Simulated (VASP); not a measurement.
The system is LiH.

```
Li H
1.0
     0.00000    1.93975    1.93975
     1.93975    0.00000    1.93975
     1.93975    1.93975    0.00000
Li H
1 1
Direct
  0.00000 0.00000 0.00000
  0.50000 0.50000 0.50000
```

```yaml
Program: VASP 6.6.1
Task: relaxation of cell and atoms
Functional: PBE
Dispersion: D4
Potentials_or_basis: VASP PAW PBE potentials, release 64 (Li_sv, H)
Cutoff: 600 eV
k_mesh: 10 × 10 × 10
Occupations: fermi-dirac, width 0.02 eV
Spin: no spin polarisation
```

At the start: pressure 2.3 GPa; volume 7.30 Å³/atom.

**Question.** How do energy, volume and symmetry change on relaxing?

**Answer.** Over 4 steps the energy falls by 2.6 meV/atom and the volume is 7.72 Å³/atom (+5.8 %); space group Fm-3m (No. 225, to 0.05 Å).

Step by step:
```tsv
step	energy change (eV)	largest force (eV/Å)	pressure (GPa)	volume (Å³)
1	0.0000	0.0000	2.28	14.60
2	-0.0027	0.0000	1.63	14.82
3	-0.0052	0.0000	-0.12	15.49
4	-0.0053	0.0000	0.00	15.44
```

Final structure:
```cif
data_structure
_symmetry_space_group_name_H-M 'P 1'
_symmetry_Int_Tables_number 1
_cell_length_a 2.7952
_cell_length_b 2.7952
_cell_length_c 2.7952
_cell_angle_alpha 60.000
_cell_angle_beta 60.000
_cell_angle_gamma 60.000
_cell_volume 15.44
loop_
_atom_site_label
_atom_site_type_symbol
_atom_site_fract_x
_atom_site_fract_y
_atom_site_fract_z
_atom_site_occupancy
Li1 Li 0.00000 0.00000 0.00000 1
H1 H 0.50000 0.50000 0.50000 1
```

Caveat: the cutoff is under 1.25 times the usual one of these potentials, so pressure, stress and relaxed cells hold a basis-set (Pulay) error.
